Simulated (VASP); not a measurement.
# MnIr (P4/mmm) in VASP: vibrations by perturbation theory with LDA

Aim: the vibrations by perturbation theory of MnIr with LDA.

Everything below comes from runs of VASP 6.6.1. Logs are shortened: lines on timing, memory, paths and dates and some standing lists are left out, and cuts for length are marked.

## 1. The cell of the first run

It takes space group P4/mmm (No. 123, tetragonal). The conventional cell has a = 2.600 Å, b = 2.600 Å, c = 3.573 Å, α = 90.00°, β = 90.00°, γ = 90.00°. Within 3.4 Å of Mn (site symmetry 4/mmm) lie 8 Ir at 2.56 Å and 4 Mn at 2.60 Å. Within 3.4 Å of Ir (site symmetry 4/mmm) lie 8 Mn at 2.56 Å and 4 Ir at 2.60 Å.

## 2. Vibrations by perturbation theory, LDA

File INCAR:

```
PREC = Accurate
ENCUT = 520
EDIFF = 1E-8
ISMEAR = -1
SIGMA = 0.15
LREAL = F
LASPH = T
NELM = 100
ALGO = Fast
ISIF = 2
LWAVE = F
LCHARG = F
GGA = CA
IBRION = 8
NSW = 1
```

File KPOINTS:

```
Automatic mesh
0
Gamma
  16 16 12
```

File POSCAR:

```
MnIr
1.0
    2.6003141451      0.0000000000      0.0000000000
    0.0000000000      2.6003141451      0.0000000000
    0.0000000000      0.0000000000      3.5725673506
Mn Ir
1 1
Direct
    0.5000000000      0.5000000000      0.5000000000
    0.0000000000      0.0000000000      0.0000000000
```

Potentials or basis: VASP PAW LDA potentials, release 64 (Mn_pv, Ir).

Launch:

```bash
$ cat potpaw_LDA.64/Mn_pv/POTCAR potpaw_LDA.64/Ir/POTCAR > POTCAR
$ mpirun -np 1 vasp_std > vasp.out
```

OUTCAR:

```text
PREC = Accurate
   ENCUT = 520
   EDIFF = 1E-8
   ISMEAR = -1
   LREAL = F
   LASPH = T
   NELM = 100
   ISIF = 2
   GGA = CA
   IBRION = 8
   NSW = 1

 ion  position               nearest neighbor table
   1  0.500  0.500  0.500-   2 2.56   2 2.56   2 2.56   2 2.56   2 2.56   2 2.56   2 2.56   2 2.56

   2  0.000  0.000  0.000-   1 2.56   1 2.56   1 2.56   1 2.56   1 2.56   1 2.56   1 2.56   1 2.56

  LATTYP: Found a simple tetragonal cell.
 ALAT       =     2.6003141451
 C/A-ratio  =     1.3738983643

  Lattice vectors:

 A1 = (   2.6003141451,   0.0000000000,   0.0000000000)
 A2 = (   0.0000000000,   2.6003141451,   0.0000000000)
 A3 = (   0.0000000000,   0.0000000000,   3.5725673506)

Analysis of symmetry for initial positions (statically):
=====================================================================
 Subroutine PRICEL returns:
 Original cell was already a primitive cell.

 Routine SETGRP: Setting up the symmetry group for a
 simple tetragonal supercell.

 Subroutine GETGRP returns: Found 16 space group operations
 (whereof 16 operations were pure point group operations)
 out of a pool of 16 trial point group operations.

The static configuration has the point symmetry D_4h.

Analysis of symmetry for dynamics (positions and initial velocities):
=====================================================================
 Subroutine PRICEL returns:
 Original cell was already a primitive cell.

 Routine SETGRP: Setting up the symmetry group for a
 simple tetragonal supercell.

 Subroutine GETGRP returns: Found 16 space group operations
 (whereof 16 operations were pure point group operations)
 out of a pool of 16 trial point group operations.

The dynamic configuration has the point symmetry D_4h.

 Subroutine INISYM returns: Found 16 space group operations
 (whereof 16 operations are pure point group operations),
[... 595 lines left out ...]
  in kB       17.6189858     17.6189858     13.8586439      0.0000000     -0.0000000      0.0000000
  external PRESSURE =      16.3655385 kB  Pullay stress =       0.0000000 kB

 VOLUME and BASIS-vectors are now :
 -----------------------------------------------------------------------------
  energy-cutoff  :      520.00
  volume of cell :       24.16
      direct lattice vectors                 reciprocal lattice vectors
     2.600314145  0.000000000  0.000000000     0.384568919  0.000000000  0.000000000
     0.000000000  2.600314145  0.000000000     0.000000000  0.384568919  0.000000000
     0.000000000  0.000000000  3.572567351     0.000000000  0.000000000  0.279910748

 POSITION                                       TOTAL-FORCE (eV/Angst)
 -----------------------------------------------------------------------------------
      1.30016      1.30016      1.78628         0.000000      0.000000      0.000000
      0.00000      0.00000      0.00000         0.000000      0.000000      0.000000
 -----------------------------------------------------------------------------------
    total drift:                               -0.000000      0.000000      0.000000

  FREE ENERGIE OF THE ION-ELECTRON SYSTEM (eV)
  ---------------------------------------------------
  free  energy   TOTEN  =       -20.8035912940 eV

  energy  without entropy=      -20.6120329879  energy(sigma->0) =      -20.70781214

[... ionic steps 2 to 3 ...]

--------------------------------------- Ionic step        4  -------------------------------------------

------------------------ aborting loop because EDIFF is reached ----------------------------------------
[... 11 lines left out ...]
[... ionic steps 8 to 8 ...]

--------------------------------------- Ionic step        9  -------------------------------------------

 Free energy of the ion-electron system (eV)
  ---------------------------------------------------
  ---------------------------------------------------
  free energy    TOTEN  =        -0.20550346 eV

  energy without entropy =       -0.20550352

------------------------ aborting loop because EDIFF is reached ----------------------------------------

 INTERNAL STRAIN TENSOR  FOR ION    2  DIRECTION 3   (eV/Angst):
 -----------------------------------------------------------------------------
     0.00670  0.00000 -0.00000
     0.00000  0.00670  0.00000
    -0.00000  0.00000 -0.00186

 INTERNAL STRAIN TENSOR FOR ION    2 for displacements in x,y,z  (eV/Angst):
          X           Y           Z          XY          YZ          ZX
  --------------------------------------------------------------------------------
  x     0.00000     0.00000     0.00000     0.00000     0.00000     0.00000
  y     0.00000     0.00000     0.00000     0.00000     0.00000     0.00000
  z     0.00000     0.00000     0.00000     0.00000     0.00000     0.00000

 SECOND DERIVATIVES (NOT SYMMETRIZED)
 ------------------------------------
               1X          1Y          1Z          2X          2Y          2Z
  1X    -4.575525    0.000000    0.000000    4.575525    0.000000    0.000000
  1Y     0.000000   -4.575525    0.000000    0.000000    4.575525    0.000000
  1Z    -0.000000    0.000000   -5.023697    0.000000    0.000000    5.023697
  2X     4.631606    0.000000    0.000000   -4.631606    0.000000    0.000000
  2Y     0.000000    4.631606    0.000000    0.000000   -4.631606    0.000000
  2Z     0.000000    0.000000    5.044874    0.000000   -0.000000   -5.044874

 Eigenvectors and eigenvalues of the dynamical matrix
 ----------------------------------------------------

   1 f  =    5.363121 THz    33.697484 2PiTHz  178.894466 cm-1    22.180077 meV
             X         Y         Z           dx          dy          dz
      1.300157  1.300157  1.786284    -0.000000    0.000000    0.881472
      0.000000  0.000000  0.000000     0.000000   -0.000000   -0.472237
[... 21 lines left out ...]
   6 f/i=    0.013018 THz     0.081793 2PiTHz    0.434226 cm-1     0.053837 meV
             X         Y         Z           dx          dy          dz
      1.300157  1.300157  1.786284    -0.402466    0.249832    0.000000
      0.000000  0.000000  0.000000    -0.748243    0.464475    0.000000

--------------------------------------------------------------------------------------------------------

 ELASTIC MODULI CONTR FROM IONIC RELAXATION (kBar)
 Direction    XX          YY          ZZ          XY          YZ          ZX
 --------------------------------------------------------------------------------
 XX           0.0000      0.0000      0.0000      0.0000      0.0000      0.0000
 YY           0.0000      0.0000      0.0000      0.0000      0.0000      0.0000
 ZZ           0.0000      0.0000      0.0000      0.0000      0.0000      0.0000
 XY           0.0000      0.0000      0.0000      0.0000      0.0000      0.0000
 YZ           0.0000      0.0000      0.0000      0.0000      0.0000      0.0000
 ZX           0.0000      0.0000      0.0000      0.0000      0.0000      0.0000
 --------------------------------------------------------------------------------
```

It took 7.3 min on 1 thread of Intel Xeon 6975P-C (Granite Rapids), shared host; peak memory 0.74 GiB.

Results:

```yaml
Highest_phonon_frequency_at_Γ: 179 cm⁻¹
```

Phonon frequencies in cm⁻¹ (negative: imaginary):
| q point | frequencies |
| --- | --- |
| (0.000, 0.000, 0.000) | 0 0 0 171 171 179 |

Caveat: the cell stands under pressure or tension, which shifts response properties; spin-orbit coupling is left out, which moves the levels of the heavy elements; the run has no spin polarisation, though such a crystal can be magnetic.
